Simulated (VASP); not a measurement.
A run of VASP 6.6.1 is set up as follows.

The input INCAR:

```
SYSTEM = ScSiS3
PREC = Accurate
ENCUT = 600
EDIFF = 1E-6
ISMEAR = 0
SIGMA = 0.1
LREAL = .FALSE.
LASPH = .TRUE.
NELM = 60
ALGO = Normal
ISIF = 3
LWAVE = .FALSE.
LCHARG = .FALSE.
GGA = PE
IBRION = 2
NSW = 100
EDIFFG = -0.01
```

KPOINTS

```
Automatic mesh
0
G
  10 10 8
  0 0 0
```

The input POSCAR:

```
ScSiS3
1.0
    4.3619476068      0.0000000000      0.0000000000
    0.0000000000      4.3619476068      0.0000000000
    0.0000000000      0.0000000000      5.5379594442
Sc Si S
1 1 3
Direct
    0.5000000000      0.5000000000      0.1558818675
    0.0000000000      0.0000000000      0.5433601681
    0.0000000000      0.5000000000      0.4051785840
    0.0000000000      0.0000000000      0.9289197863
    0.5000000000      0.0000000000      0.4051785840
```

Potentials or basis: VASP PAW PBE potentials, release 64 (Sc_sv, Si, S).

Command:

```console
$ cat potpaw_PBE.64/Sc_sv/POTCAR potpaw_PBE.64/Si/POTCAR potpaw_PBE.64/S/POTCAR > POTCAR
$ mpirun -np 1 vasp_std > vasp.out
```

Q: What does it give for the space group after relaxing (to 0.1 Å)?

A: P4mm (No. 99).

Q: What does it give for the band gap on the k mesh?

A: Zero (an odd number of electrons rules out a gap without spin polarisation).

Q: Estimate the relaxed volume.

A: 21.22 Å³/atom.

Q: Predict the relaxed cell.

A: a = 4.349 Å, b = 4.349 Å, c = 5.610 Å, α = 90.00°, β = 90.00°, γ = 90.00°.

Final structure:
```
CELL_PARAMETERS angstrom
4.34907 0.00000 0.00000
0.00000 4.34907 0.00000
0.00000 0.00000 5.61009
ATOMIC_POSITIONS crystal
Sc 0.50000 0.50000 0.15695
Si 0.00000 0.00000 0.54589
S 0.00000 0.50000 0.40492
S 0.00000 0.00000 0.92585
S 0.50000 0.00000 0.40492
```
